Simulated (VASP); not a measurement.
Here is a VASP 6.6.1 calculation.

INCAR

```
SYSTEM = La2Pb
  PREC = Accurate
  ENCUT = 520
  EDIFF = 1E-7
  ISMEAR = 0
  SIGMA = 0.1
  LREAL = .FALSE.
  LASPH = .TRUE.
  NELM = 80
  ALGO = Fast
  ISIF = 2
  LWAVE = .FALSE.
  LCHARG = .FALSE.
  GGA = PE
  NBANDS = 25
```

The input KPOINTS:

```
Automatic mesh
0
G
  12 12 6
  0 0 0
```

Contents of POSCAR:

```
La2Pb
1.0
    3.8131987102      0.0000000000      0.0000000000
   -1.9065993551      3.3023269527      0.0000000000
    0.0000000000      0.0000000000      8.4039706026
La Pb
2 1
Direct
    0.3333333333      0.6666666667      0.1786767598
    0.6666666667      0.3333333333      0.8213232402
    0.0000000000      0.0000000000      0.5000000000
```

Potentials or basis: VASP PAW PBE potentials, release 64 (La, Pb_d).

Command:

```sh
$ cat potpaw_PBE.64/La/POTCAR potpaw_PBE.64/Pb_d/POTCAR > POTCAR
$ mpirun -np 1 vasp_std > vasp.out
```

(1) Estimate the pressure.

(2) What does it give for the largest force?

(3) Predict the band gap on the k mesh.

## Answers

(1) 0.0 GPa.

(2) 0.007 eV/Å.

(3) zero (bands 18 and 19 overlap by 1.29 eV).

Caveat: spin-orbit coupling is left out, which moves the levels of the heavy elements.
